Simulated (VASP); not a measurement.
AlSn:

```
Sn Al
1.0
     4.19811    0.00000    0.00000
    -2.09905    3.63567    0.00000
     0.00000    0.00000    3.30685
Sn Al
1 1
Direct
  0.33333 0.66667 0.50000
  0.00000 0.00000 0.00000
```

- Program: VASP 6.6.1
- Task: relaxation of cell and atoms
- Functional: PBEsol
- Dispersion: D3(BJ)
- Potentials or basis: VASP PAW PBE potentials, release 64 (Sn_d, Al)
- Cutoff: 600 eV
- k mesh: 7 × 7 × 8
- Occupations: fermi-dirac, width 0.05 eV
- Spin: no spin polarisation

At the start: pressure -3.8 GPa; volume 25.24 Å³/atom.

Question: Where does the relaxation end?

Answer: Over 8 steps the energy falls by 22.6 meV/atom and the volume is 23.47 Å³/atom (-7.0 %); space group P-6m2 (No. 187, to 0.05 Å).

The path:
```tsv
step	energy change (eV)	largest force (eV/Å)	pressure (GPa)	volume (Å³)
1	0.0000	0.0000	-3.75	50.47
2	-0.0416	0.0000	0.96	46.28
3	-0.0437	0.0000	0.07	46.97
4	-0.0437	0.0000	-0.14	47.04
5	-0.0450	0.0000	-0.05	46.97
6	-0.0452	0.0000	-0.07	46.93
7	-0.0452	0.0000	-0.05	46.93
8	-0.0452	0.0000	-0.05	46.94
```

Final structure:
```xyz
2
Lattice="4.0810 0.0000 0.0000 -2.0405 3.5342 0.0000 0.0000 0.0000 3.2543" Properties=species:S:1:pos:R:3 pbc="T T T"
Sn    0.0000    2.3562    1.6271
Al    0.0000    0.0000    0.0000
```

Caveat: the PAW data sets were made with another functional, which shifts forces and pressure a little; pairwise dispersion overbinds metals, which lowers pressure and volume.
